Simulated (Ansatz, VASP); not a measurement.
**Cu3O2 in VASP and in Ansatz**

```xyz
5
Lattice="-1.9956 1.9956 3.6240 1.9956 -1.9956 3.6240 1.9956 1.9956 -3.6240" Properties=species:S:1:pos:R:3 pbc="T T T"
Cu    0.0000    0.0000    0.0000
Cu    0.0000    1.9956    1.8120
Cu    1.9956    0.0000    1.8120
O     0.0000    1.9956    0.0000
O     1.9956    0.0000    0.0000
```

Change from the starting cell: volume scaled by 0.96.

Alike in both runs: task single point; functional PBEsol; k mesh 9 × 9 × 9; occupations fermi-dirac, width 0.05 eV; no spin polarisation.

|  | VASP | Ansatz |
| --- | --- | --- |
| version | VASP 6.6.1 | Ansatz 0.2.0 |
| potentials or method | VASP PAW PBE potentials, release 64 (Cu, O), cutoff 520 eV | all-electron LAPW, scalar-relativistic |

|  | VASP | Ansatz | Ansatz less VASP |
| --- | --- | --- | --- |
| gap on the k mesh at the Fermi level (eV) | none | none | - |
| pressure (GPa) | 0.2 | -0.7 | -0.84 |
| traceless stress, the component that is largest in VASP (GPa) | 1.62 | 0.82 | -0.799 |

VASP's potentials were made for PBE, not for PBEsol. A gap of «none» marks a metal or a gap that the smearing closes. Ansatz ran all-electron here, and VASP with PAW potentials.
